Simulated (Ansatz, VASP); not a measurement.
Two plane-wave programs on MgZn4O

```xyz
6
Lattice="-2.4691 2.4691 4.9150 2.4691 -2.4691 4.9150 2.4691 2.4691 -4.9150" Properties=species:S:1:pos:R:3 pbc="T T T"
Mg    0.0000    0.0000    4.9150
Zn    0.0000    2.4691    2.4575
Zn    2.4691    0.0000    4.9150
Zn    2.4691    0.0000    0.0000
Zn    2.4691    0.0000    2.4575
O     0.0000    0.0000    0.0000
```

Alike in both runs: functional PBE; k mesh 4 × 4 × 4; occupations gaussian, width 0.2 eV; no spin polarisation.

Ansatz relaxed the structure, and its values are those at the end. VASP's run is a single point on that final structure, the one shown.

```csv
,VASP,Ansatz
version,VASP 6.6.1,Ansatz 0.2.0
potentials or method,"VASP PAW PBE potentials, release 64 (Mg, Zn, O), cutoff 520 eV","scalar-relativistic, plane waves, PAW"
valence electrons in the cell,56,64
```

```tsv
	VASP	Ansatz	Ansatz less VASP
gap on the k mesh at the Fermi level (eV)	none	none	-
pressure (GPa)	0.1	0.0	-0.10
```

A gap of «none» marks a metal or a gap that the smearing closes. VASP's potentials hold 56 valence electrons a cell and Ansatz's 64, so a difference there can come from the potentials and not from the codes.

The k mesh is coarse, so the values compare programs but aren't converged.
